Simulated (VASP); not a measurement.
Here is a VASP 6.6.1 calculation.

Contents of INCAR:

```
ALGO = Normal
EDIFF = 1E-8
ENCUT = 660
GGA_COMPAT = F
IBRION = 6
ISIF = 3
ISMEAR = 0
IVDW = 12
KPAR = 4
LASPH = T
LCHARG = F
LMIXTAU = T
LREAL = F
LWAVE = F
METAGGA = R2SCAN
NBANDS = 16
NELM = 120
NFREE = 2
NSW = 1
POTIM = 0.015
PREC = Accurate
SIGMA = 0.01
VDW_A1 = 0.49484001
VDW_A2 = 5.73083694
VDW_S6 = 1.0
VDW_S8 = 0.78981345
```

File KPOINTS:

```
k-points
0
Gamma
  10 10 10
```

Contents of POSCAR:

```
CuCl
1.0
    0.0000000000      2.6121000000      2.6121000000
    2.6121000000      0.0000000000      2.6121000000
    2.6121000000      2.6121000000      0.0000000000
Cu Cl
1 1
Direct
    0.0000000000      0.0000000000      0.0000000000
    0.2500000000      0.2500000000      0.2500000000
```

Potentials or basis: VASP PAW PBE potentials, release 64 (Cu, Cl).

The run is started by

```console
$ cat potpaw_PBE.64/Cu/POTCAR potpaw_PBE.64/Cl/POTCAR > POTCAR
$ mpirun -np 4 vasp_std > vasp.out
```

Problem. Predict the elastic constants C11, C12, C44.

Solution. 78, 73, 5 GPa.

Problem. Estimate the Voigt bulk modulus.

Solution. 75 GPa.

Problem. Predict the dispersion energy per atom.

Solution. -0.148 eV.

Problem. Predict the highest phonon frequency at Γ, LO-TO splitting left out.

Solution. 198 cm⁻¹.

Elastic tensor in Voigt notation (GPa, in the Cartesian axes of the cell as first typed):
```
78 73 73  0  0  0
73 78 73  0  0  0
73 73 78  0  0  0
 0  0  0  5  0  0
 0  0  0  0  5  0
 0  0  0  0  0  5
```

Caveat: the cell is under stress, which shifts elastic constants; the PAW data sets were made with another functional, which shifts forces and pressure a little.
